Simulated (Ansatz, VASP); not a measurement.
One calculation of PtSe2, two programs

```
CELL_PARAMETERS angstrom
3.72780 0.00000 0.00000
-1.86390 3.22837 0.00000
0.00000 0.00000 5.03130
ATOMIC_POSITIONS crystal
Pt 0.00000 0.00000 0.00000
Se 0.33333 0.66667 0.26021
Se 0.66667 0.33333 0.73979
```

Alike in both runs: functional PBE; k mesh 14 × 14 × 9; occupations fermi-dirac, width 0.05 eV; no spin polarisation.

Ansatz relaxed the structure, and its values are those at the end. VASP's run is a single point on that final structure, the one shown.

|  | VASP | Ansatz |
| --- | --- | --- |
| version | VASP 6.6.1 | Ansatz 0.2.0 |
| potentials or method | VASP PAW PBE potentials, release 64 (Pt, Se) | plane-wave PAW, scalar-relativistic |
| plane-wave cutoff (eV) | 520 | 420 |
| valence electrons in the cell | 22 | 50 |

Ansatz gave:

- pressure (GPa): 4.4
- rms of the force components (eV/Å): 0.001

**Question.** Estimate VASP's values.

**Answer.** Pressure (GPa): 4.4; rms of the force components (eV/Å): 0.003.

The functional is the same, so the differences come from potentials, cutoffs and numerics. VASP's potentials hold 22 valence electrons a cell and Ansatz's 50, so a difference there can come from the potentials and not from the codes. Ansatz's warnings: stress scf threshold loose.

Spin-orbit coupling is off throughout.
